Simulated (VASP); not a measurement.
# Al2O3 (P-6m2) in VASP: further runs

The runs below take Al2O3 through single point, with LDA.

Everything below comes from runs of VASP 6.6.1. Logs are shortened: lines on timing, memory, paths and dates and some standing lists are left out, and cuts for length are marked.

## 1. The cell of the first run

Symmetry: P-6m2, No. 187, hexagonal system. Conventional cell: a = 2.884 Å, b = 2.884 Å, c = 9.710 Å, α = 90.00°, β = 90.00°, γ = 120.00°. Within 2.4 Å of Al (site symmetry 3m) lie 6 O at 1.81 to 2.21 Å. Within 2.4 Å of O (site symmetry 3m) lie 3 Al at 1.81 Å. O (site symmetry -6m2) has 6 Al at 2.21 Å and 12 O at 2.73 to 2.88 Å within 2.9 Å.

## 2. Single point, LDA (strain +0.000 along x and y, +0.040 along z)

INCAR reads:

```
SYSTEM = Al2O3
PREC = Accurate ; ENCUT = 520
EDIFF = 1E-6 ; ISMEAR = 0
SIGMA = 0.05 ; LREAL = .FALSE.
LASPH = .TRUE. ; NELM = 60
ALGO = Normal ; ISIF = 2
LWAVE = .FALSE. ; LCHARG = .TRUE.
GGA = CA ; LELF = .TRUE.
LVHAR = .TRUE. ; NBANDS = 20
```

KPOINTS reads:

```
Automatic mesh
0
G
  9 9 4
  0 0 0
```

POSCAR reads:

```
Al2O3
1.0
    2.8843249483      0.0000000000      0.0000000000
   -1.4421624742      2.4978986780      0.0000000000
    0.0000000000      0.0000000000      9.7102246384
Al O
2 3
Direct
    0.0000000000      0.0000000000      0.1499923300
    0.0000000000      0.0000000000      0.8500076700
    0.3333333333      0.6666666667      0.2223169200
    0.6666666667      0.3333333333      0.0000000000
    0.3333333333      0.6666666667      0.7776830800
```

Potentials or basis: VASP PAW LDA potentials, release 64 (Al, O).

Run with:

```bash
$ cat potpaw_LDA.64/Al/POTCAR potpaw_LDA.64/O/POTCAR > POTCAR
$ mpirun -np 1 vasp_std > vasp.out
```

OUTCAR:

```text
SYSTEM = Al2O3
   PREC = Accurate
   ENCUT = 520
   EDIFF = 1E-6
   ISMEAR = 0
   LREAL = .FALSE.
   LASPH = .TRUE.
   NELM = 60
   ISIF = 2
   GGA = CA

 ion  position               nearest neighbor table
   1  0.000  0.000  0.150-   3 1.81   3 1.81   3 1.81   4 2.21   4 2.21   4 2.21   2 2.91
   2  0.000  0.000  0.850-   5 1.81   5 1.81   5 1.81   4 2.21   4 2.21   4 2.21   1 2.91
   3  0.333  0.667  0.222-   1 1.81   1 1.81   1 1.81
   4  0.667  0.333  0.000-   1 2.21   2 2.21   1 2.21   2 2.21   1 2.21   2 2.21
   5  0.333  0.667  0.778-   2 1.81   2 1.81   2 1.81

  LATTYP: Found a hexagonal cell.
 ALAT       =     2.8843249483
 C/A-ratio  =     3.3665501677

  Lattice vectors:

 A1 = (   2.8843249483,   0.0000000000,   0.0000000000)
 A2 = (  -1.4421624742,   2.4978986780,   0.0000000000)
 A3 = (   0.0000000000,   0.0000000000,   9.7102246384)

Analysis of symmetry for initial positions (statically):
=====================================================================
 Subroutine PRICEL returns:
 Original cell was already a primitive cell.

 Routine SETGRP: Setting up the symmetry group for a
 hexagonal supercell.

 Subroutine GETGRP returns: Found 12 space group operations
 (whereof 12 operations were pure point group operations)
 out of a pool of 24 trial point group operations.

The static configuration has the point symmetry D_3h.

Analysis of symmetry for dynamics (positions and initial velocities):
=====================================================================
 Subroutine PRICEL returns:
 Original cell was already a primitive cell.

 Routine SETGRP: Setting up the symmetry group for a
 hexagonal supercell.

 Subroutine GETGRP returns: Found 12 space group operations
 (whereof 12 operations were pure point group operations)
 out of a pool of 24 trial point group operations.

The dynamic configuration has the point symmetry D_3h.

 Subroutine INISYM returns: Found 12 space group operations
 (whereof 12 operations are pure point group operations),
 and found     1 'primitive' translations

----------------------------------------------------------------------------------------

                                     Primitive cell

  volume of cell :      69.9598

  direct lattice vectors                    reciprocal lattice vectors
     2.884324948  0.000000000  0.000000000     0.346701574  0.200168247  0.000000000
    -1.442162474  2.497898678  0.000000000     0.000000000  0.400336494  0.000000000
     0.000000000  0.000000000  9.710224638     0.000000000  0.000000000  0.102984229

  length of vectors
     2.884324948  2.884324948  9.710224638     0.400336494  0.400336494  0.102984229

  position of ions in fractional coordinates (direct lattice)
     0.000000000  0.000000000  0.149992330
     0.000000000  0.000000000  0.850007670
     0.333333333  0.666666667  0.222316920
     0.666666667  0.333333333  0.000000000
     0.333333333  0.666666667  0.777683080

  ion indices of the primitive-cell ions
   primitive index   ion index
                 1           1
                 2           2
                 3           3
                 4           4
                 5           5

----------------------------------------------------------------------------------------

 KPOINTS: Automatic mesh

Automatic generation of k-mesh.
 Grid dimensions read from file:
 generate k-points for:    9    9    4

 Generating k-lattice:

  Cartesian coordinates                     Fractional coordinates (reciprocal lattice)
     0.038522397  0.022240916  0.000000000     0.111111111  0.000000000  0.000000000
     0.000000000  0.044481833  0.000000000     0.000000000  0.111111111  0.000000000
     0.000000000  0.000000000  0.025746057     0.000000000  0.000000000  0.250000000

  Length of vectors
     0.044481833  0.044481833  0.025746057

  Shift w.r.t. Gamma in fractional coordinates (k-lattice)
     0.000000000  0.000000000  0.000000000

 Subroutine IBZKPT returns following result:
 ===========================================

 Found     36 irreducible k-points:

 Following reciprocal coordinates:
            Coordinates               Weight
  0.000000  0.000000  0.000000      1.000000
  0.111111 -0.000000  0.000000      6.000000
  0.222222 -0.000000  0.000000      6.000000
  0.333333  0.000000  0.000000      6.000000
  0.444444 -0.000000  0.000000      6.000000
  0.111111  0.111111  0.000000      6.000000
[... 16 lines left out ...]
  0.333333  0.222222  0.250000     24.000000
  0.333333  0.333333  0.250000      4.000000
 [... further k-points ...]
   k-points           NKPTS =     36   k-points in BZ     NKDIM =     36   number of bands    NBANDS=     20
   number of dos      NEDOS =    301   number of ions     NIONS =      5
   total plane-waves  NPLWV =  41472
   dimension x,y,z NGX =    24 NGY =   24 NGZ =   72
   dimension x,y,z NGXF=    48 NGYF=   48 NGZF=  144
   ions per type =               2   3
   NGX,Y,Z   is equivalent  to a cutoff of  13.83, 13.83, 12.33 a.u.
   NGXF,Y,Z  is equivalent  to a cutoff of  27.67, 27.67, 24.65 a.u.
 SYSTEM =  Al2O3
   PREC   = accura    normal or accurate (medium, high low for compatibility)
   ISTART =      0    job   : 0-new  1-cont  2-samecut
   ICHARG =      2    charge: 1-file 2-atom 10-const
   ISPIN  =      1    spin polarized calculation?
   LNONCOLLINEAR =      F non collinear calculations
   LSORBIT =      F    spin-orbit coupling
   LASPH  =      T    aspherical Exc in radial PAW
   ENCUT  =  520.0 eV  38.22 Ry    6.18 a.u.   5.36  5.36 18.05*2*pi/ulx,y,z
   NELM   =     60;   NELMIN=  2; NELMDL= -5     # of ELM steps
   EDIFF  = 0.1E-05   stopping-criterion for ELM
   LREAL  =      F    real-space projection
   EDIFFG = 0.1E-04   stopping-criterion for IOM
   NSW    =      0    number of steps for IOM
   IBRION =     -1    ionic relax: 0-MD 1-quasi-New 2-CG
   NFREE  =      0    steps in history (QN), initial steepest desc. (CG)
   ISIF   =      2    stress and relaxation
   ISYM   =      2    0-nonsym 1-usesym 2-fastsym
   POTIM  = 0.5000    time-step for ionic-motion
   TEBEG  =    0.0;   TEEND  =   0.0 temperature during run
   PSTRESS=    0.0 pullay stress
   NELECT =      24.0000    total number of electrons
   NUPDOWN=      -1.0000    fix difference up-down
   EMIN   =  10.00;   EMAX   =-10.00  energy-range for DOS
   EFERMI =   0.00;   METHOD = LEGACY
   ISMEAR =     0;   SIGMA  =   0.05  broadening in eV -4-tet -1-fermi 0-gaus
   EFERMI_NEDOS =   21; number of points for ismear=-14 and -15
   IALGO  =     38    algorithm
   IMIX   =      4    mixing-type and parameters
     AMIX     =   0.40;   BMIX     =  1.00
     AMIX_MAG =   1.60;   BMIX_MAG =  1.00
  volume/ion in A,a.u.               =      13.99        94.42
  Fermi-wavevector in a.u.,A,eV,Ry     =   1.146030  2.165682 17.869671  1.313384
  Thomas-Fermi vector in A             =   2.282716
   LORBIT       =      0    0 simple, 1 ext, 2 COOP (PROOUT), +10 PAW based schemes
   GGA     = CA    functional components
   LHFCALC =     F    Hartree Fock is set to
   AEXX    =    0.0000 exact exchange contribution
   IVDW    =     0    specifies the selected vdW correction
   LEPSILON=     F    determine dielectric tensor
   LRPA    =     F    only Hartree local field effects (RPA)
 non-spin polarized calculation
 Gauss-broadening in eV      SIGMA  =   0.05
  energy-cutoff  :      520.00
  volume of cell :       69.96
 maximum number of plane-waves:      1920
 NGX is ok and might be reduce to    24
   NGX = 11   NGY = 11   NGZ = 37

 number of electron      23.9999982 magnetization

 Free energy of the ion-electron system (eV)
  ---------------------------------------------------
  ext. energy  EPLUGINS =         0.00000000
  ---------------------------------------------------
  free energy    TOTEN  =       -39.94886417 eV

  energy without entropy =      -39.94886417  energy(sigma->0) =      -39.94886417

 E-fermi :   0.4522     XC(G=0):  -8.6942

 val. band max:        0.1492376511   @ k =   0.1111   0.1111   0.0000
 cond. band min:       4.8708504842   @ k =   0.0000   0.0000   0.0000
 fundamental gap:      4.7216128331
 Fermi energy:         0.4522398548

 k-point     1 :       0.0000    0.0000    0.0000
  band No.  band energies     occupation
      1     -17.9470      2.00000
      2     -17.1777      2.00000
      3     -15.8992      2.00000
      4      -4.7444      2.00000
      5      -1.9949      2.00000
      6      -1.1171      2.00000
[... 12 lines left out ...]
     19      14.9387      0.00000
     20      14.9477      0.00000

 k-point     2 :       0.1111   -0.0000    0.0000
  band No.  band energies     occupation
      1     -17.7978      2.00000
      2     -17.0627      2.00000
      3     -15.8352      2.00000
      4      -4.6443      2.00000
      5      -2.1829      2.00000
      6      -1.6081      2.00000
[... 12 lines left out ...]
     19      13.6789      0.00000
     20      14.6145      0.00000

 k-point     3 :       0.2222   -0.0000    0.0000
  band No.  band energies     occupation
      1     -17.3829      2.00000
      2     -16.7547      2.00000
      3     -15.6810      2.00000
      4      -4.5225      2.00000
      5      -3.2206      2.00000
      6      -2.5329      2.00000
[... 12 lines left out ...]
     19      12.6755      0.00000
     20      13.6108      0.00000

 k-point     4 :       0.3333    0.0000    0.0000
  band No.  band energies     occupation
      1     -16.8099      2.00000
      2     -16.3693      2.00000
      3     -15.5462      2.00000
      4      -4.9141      2.00000
      5      -4.5366      2.00000
      6      -3.4696      2.00000
[... 12 lines left out ...]
     19      12.7811      0.00000
     20      13.6665      0.00000

 k-point     5 :       0.4444   -0.0000    0.0000
  band No.  band energies     occupation
      1     -16.3053      2.00000
      2     -16.0924      2.00000
      3     -15.5467      2.00000
      4      -5.4297      2.00000
      5      -5.3563      2.00000
      6      -4.0532      2.00000
[... 12 lines left out ...]
     19      13.3555      0.00000
     20      14.0347      0.00000

 k-point     6 :       0.1111    0.1111    0.0000
  band No.  band energies     occupation
      1     -17.5154      2.00000
      2     -16.8508      2.00000
      3     -15.7255      2.00000
      4      -4.5211      2.00000
      5      -2.7059      2.00000
      6      -2.4281      2.00000
[... 12 lines left out ...]
     19      12.7435      0.00000
     20      13.8261      0.00000

 k-point     7 :       0.2222    0.1111    0.0000
  band No.  band energies     occupation
      1     -17.0181      2.00000
      2     -16.5012      2.00000
      3     -15.5779      2.00000
      4      -4.6405      2.00000
      5      -3.8623      2.00000
      6      -3.2827      2.00000
[... 12 lines left out ...]
     19      12.5572      0.00000
     20      13.2830      0.00000
[... 277 lines left out ...]
 k-point    20 :       0.3333    0.1111    0.2500
  band No.  band energies     occupation
      1     -16.4614      2.00000
      2     -16.1635      2.00000
      3     -15.5141      2.00000
      4      -5.1272      2.00000
      5      -4.9407      2.00000
      6      -3.8226      2.00000
[... 12 lines left out ...]
     19      12.9482      0.00000
     20      13.9809      0.00000

 k-point    21 :       0.4444    0.1111    0.2500
  band No.  band energies     occupation
      1     -16.1610      2.00000
      2     -16.0206      2.00000
      3     -15.5530      2.00000
      4      -5.3766      2.00000
      5      -5.3561      2.00000
      6      -4.0244      2.00000
[... 12 lines left out ...]
     19      13.3313      0.00000
     20      13.5628      0.00000

 k-point    22 :       0.2222    0.2222    0.2500
  band No.  band energies     occupation
      1     -16.5264      2.00000
      2     -16.1935      2.00000
      3     -15.4986      2.00000
      4      -4.8725      2.00000
      5      -4.4679      2.00000
      6      -3.8863      2.00000
[... 12 lines left out ...]
     19      12.8349      0.00000
     20      13.5686      0.00000

 k-point    23 :       0.3333    0.2222    0.2500
  band No.  band energies     occupation
      1     -16.1040      2.00000
      2     -15.9794      2.00000
      3     -15.5211      2.00000
      4      -5.0069      2.00000
      5      -5.0043      2.00000
      6      -3.8342      2.00000
[... 12 lines left out ...]
     19      13.0164      0.00000
     20      13.2220      0.00000

 k-point    24 :       0.3333    0.3333    0.2500
  band No.  band energies     occupation
      1     -15.9292      2.00000
      2     -15.9060      2.00000
      3     -15.5526      2.00000
      4      -4.9332      2.00000
      5      -4.7076      2.00000
      6      -3.8189      2.00000
[... 12 lines left out ...]
     19      12.9417      0.00000
     20      12.9650      0.00000

 [... further k-points ...]

------------------------ aborting loop because EDIFF is reached ----------------------------------------

  FORCE on cell =-STRESS in cart. coord.  units (eV):
  Direction    XX          YY          ZZ          XY          YZ          ZX
  --------------------------------------------------------------------------------------
  -------------------------------------------------------------------------------------
  Total       -3.4691284     -3.4691284     -5.3849915      0.0000000      0.0000000     -0.0000000
  in kB      -79.4479454    -79.4479454   -123.3239197      0.0000000      0.0000000     -0.0000000
  external PRESSURE =     -94.0732702 kB  Pullay stress =       0.0000000 kB

 VOLUME and BASIS-vectors are now :
 -----------------------------------------------------------------------------
  energy-cutoff  :      520.00
  volume of cell :       69.96
      direct lattice vectors                 reciprocal lattice vectors
     2.884324948  0.000000000  0.000000000     0.346701574  0.200168247  0.000000000
    -1.442162474  2.497898678  0.000000000     0.000000000  0.400336494  0.000000000
     0.000000000  0.000000000  9.710224638     0.000000000  0.000000000  0.102984229

 POSITION                                       TOTAL-FORCE (eV/Angst)
 -----------------------------------------------------------------------------------
      0.00000      0.00000      1.45646        -0.000000      0.000000     -0.349432
      0.00000      0.00000      8.25377        -0.000000     -0.000000      0.349432
     -0.00000      1.66527      2.15875         0.000000     -0.000000     -0.995276
      1.44216      0.83263      0.00000        -0.000000     -0.000000      0.000000
     -0.00000      1.66527      7.55148         0.000000     -0.000000      0.995276
 -----------------------------------------------------------------------------------
    total drift:                                0.000000     -0.000000      0.000000

  FREE ENERGIE OF THE ION-ELECTRON SYSTEM (eV)
  ---------------------------------------------------
  free  energy   TOTEN  =       -39.9488641744 eV

  energy  without entropy=      -39.9488641744  energy(sigma->0) =      -39.94886417
```

Run time: 91 s. Hardware: 1 thread of AMD EPYC 7R13, shared host; peak memory 0.15 GiB.

Results:

```yaml
Free_energy: -39.9489 eV
Pressure: -9.4 GPa
Largest_force: 0.995 eV/Å
Band_gap_on_the_k_mesh: 4.72 eV (least direct gap 4.88 eV)
```

Forces in eV/Å, atoms in the order of the input:
```
Al   0.000  0.000 -0.349
Al   0.000  0.000  0.349
O    0.000  0.000 -0.995
O    0.000  0.000  0.000
O    0.000  0.000  0.995
```

Caveat: the cell differs from its parent crystal (strain +0.000 along x and y, +0.040 along z); the cell stands under tension; an odd mesh through Γ misses points on the zone boundary, where band edges can lie.

(Part 1 of 2 ends here.)
